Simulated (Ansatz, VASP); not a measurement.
**One calculation of KI, two programs**

INCAR

```
  ALGO = Normal
  EDIFF = 1E-7
  ENCUT = 520
  GGA = PS
  ISIF = 2
  ISMEAR = -1
  LASPH = T
  LCHARG = F
  LREAL = F
  LWAVE = F
  NBANDS = 15
  NELM = 60
  PREC = Accurate
  SIGMA = 0.01
```

Contents of KPOINTS:

```
k-points
0
Gamma
  8 8 8
```

The input POSCAR:

```
KI
1.0
   -0.0704910000      3.4893045000      3.4893045000
    3.4893045000     -0.0704910000      3.4893045000
    3.4893045000      3.4893045000     -0.0704910000
K I
1 1
Direct
    0.0000000000      0.0000000000      0.0000000000
    0.5000000000      0.5000000000      0.5000000000
```

Input for Ansatz:

```yaml
crystal:
  lattice:
    - [-0.070491, 3.4893045, 3.4893045]
    - [3.4893045, -0.070491, 3.4893045]
    - [3.4893045, 3.4893045, -0.070491]
  atoms:
    - { symbol: K, position: [0.0, 0.0, 0.0] }
    - { symbol: I, position: [0.5, 0.5, 0.5] }
kpoints:
  mp_grid: { grid: [8, 8, 8] }
  band_path:
    path:
      - [0.0, 0.0, 0.0]
      - [0.5, 0.5, 0.5]
      - [0.2551801333, 0.5, 0.7448198667]
      - [-0.2551801333, 0.2551801333, 0.5]
      - [0.0, 0.0, 0.5]
      - [0.0, 0.0, 0.0]
      - [-0.3775900666, 0.0, 0.3775900666]
      - [0.0, 0.3775900666, 0.6224099334]
      - [0.0, 0.5, 0.5]
    npoints: 5
scf:
  occupations: { method: fermi_dirac, width: 0.01 }
hamiltonian:
  xc: pbesol
  pseudopotentials: { kind: all_electron, lapw: { basis_error: 0.001 } }
output:
  forces: true
  stress: true
  eigenvalues: true
```

Change from the starting cell: equal xy, yz and zx shear strains of -2 %.

Alike in both runs: task single point; functional PBEsol; k mesh 8 × 8 × 8; occupations fermi-dirac, width 0.01 eV; no spin polarisation.

|  | VASP | Ansatz |
| --- | --- | --- |
| version | VASP 6.6.1 | Ansatz 0.2.0 |
| potentials or method | VASP PAW PBE potentials, release 64 (K_sv, I), cutoff 520 eV | all-electron LAPW, scalar-relativistic |

VASP gave:

```
gap on the k mesh at the Fermi level (eV)                     : 3.77
pressure (GPa)                                                : -0.2
traceless stress, the component that is largest in VASP (GPa) : 0.07
```

Q: What did Ansatz give for the same quantities?

A: gap on the k mesh at the Fermi level (eV): 3.78; pressure (GPa): -0.2; traceless stress, the component that is largest in VASP (GPa): 0.07.

VASP's potentials were made for PBE, not for PBEsol. Ansatz ran all-electron here, and VASP with PAW potentials.

Neither program's run includes spin-orbit coupling.
